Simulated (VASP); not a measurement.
A run of VASP 6.6.1 is set up as follows.

The input INCAR:

```
ALGO = Normal
EDIFF = 1E-8
ENCUT = 410
GGA = PE
GGA_COMPAT = False
ISIF = 2
ISMEAR = -1
LASPH = True
LCHARG = False
LEFG = True
LREAL = False
LWAVE = False
NBANDS = 37
NELM = 120
PREC = Accurate
SIGMA = 0.05
```

The input KPOINTS:

```
k-points
0
Gamma
  8 8 9
```

File POSCAR:

```
Hg
1.0
    4.5400020208      0.0000000000      0.0000000000
   -2.2700010104      3.9317570832      0.0000000000
    0.0000000000      0.0000000000      3.8700000000
Hg
3
Direct
    0.3333333333      0.6666666667      0.5000000000
    0.0000000000      0.0000000000      0.0000000000
    0.6666666667      0.3333333333      0.5000000000
```

Potentials or basis: VASP PAW PBE potentials, release 64 (Hg_sv_GW).

Run with:

```bash
$ cat potpaw_PBE.64/Hg_sv_GW/POTCAR > POTCAR
$ mpirun -np 1 vasp_std > vasp.out
```

Estimate the band gap on the k mesh.

zero (bands 30 and 31 overlap by 5.04 eV).

Estimate the pressure.

10.2 GPa.

Electric field gradients, principal values (V/Å²):
| atom | least | middle | greatest (by size) |
| --- | --- | --- | --- |
| 1 Hg | -144.877 | -144.885 | 289.762 |
| 2 Hg | -18.421 | -18.430 | 36.851 |
| 3 Hg | -144.877 | -144.885 | 289.762 |

Caveat: the stress differs along the axes, from 1 to 15 GPa; without QUAD_EFG the Cq values of the log hold for a quadrupole moment of 1 mb, not for the nuclei; spin-orbit coupling is left out, which moves the levels of the heavy elements.
